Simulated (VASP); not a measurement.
A run of VASP 6.6.1:

File INCAR:

```
SYSTEM = PbO2
PREC     = Accurate       ! precision mode
ENCUT    = 520            ! plane-wave cutoff, eV
EDIFF    = 1E-7           ! SCF threshold, eV
ISMEAR   = 0              ! smearing method
SIGMA    = 0.1            ! smearing width, eV
LREAL    = .FALSE.        ! projectors in reciprocal space
LASPH    = .TRUE.         ! aspherical terms in the spheres
NELM     = 150            ! most SCF steps
ALGO     = Normal         ! electronic algorithm
ISIF     = 2              ! what is computed and relaxed
LWAVE    = .FALSE.        ! write WAVECAR
LCHARG   = .FALSE.        ! write CHGCAR
ISPIN    = 2              ! spin polarisation
MAGMOM   = 0 0 0          ! initial moments
LORBIT   = 11             ! projections on sites
GGA      = PE             ! functional
NELECT   = 26.5         
NBANDS   = 24             ! bands
```

The input KPOINTS:

```
regular mesh
0
G
  2 2 2
  0 0 0
```

The input POSCAR:

```
PbO2
1.0
    0.0000000000      2.7019920000      2.7019920000
    2.7019920000      0.0000000000      2.7019920000
    2.7019920000      2.7019920000      0.0000000000
Pb O
1 2
Direct
    0.0000000000      0.0000000000      0.0000000000
    0.2500000000      0.2500000000      0.2500000000
    0.7500000000      0.7500000000      0.7500000000
```

Potentials or basis: VASP PAW PBE potentials, release 64 (Pb_d, O).

Command:

```sh
$ cat potpaw_PBE.64/Pb_d/POTCAR potpaw_PBE.64/O/POTCAR > POTCAR
$ mpirun -np 1 vasp_std > vasp.out
```

Hardware: 1 thread of Intel(R) Xeon(R) 6975P-C (Granite Rapids), on a shared host.

**Question.** Estimate the wall time of this run.

**Answer.** Run time: 8 s on 1 thread of Intel(R) Xeon(R) 6975P-C (Granite Rapids) (shared host), peak memory 0.16 GiB. Counts: scf iterations 14, k points 3.
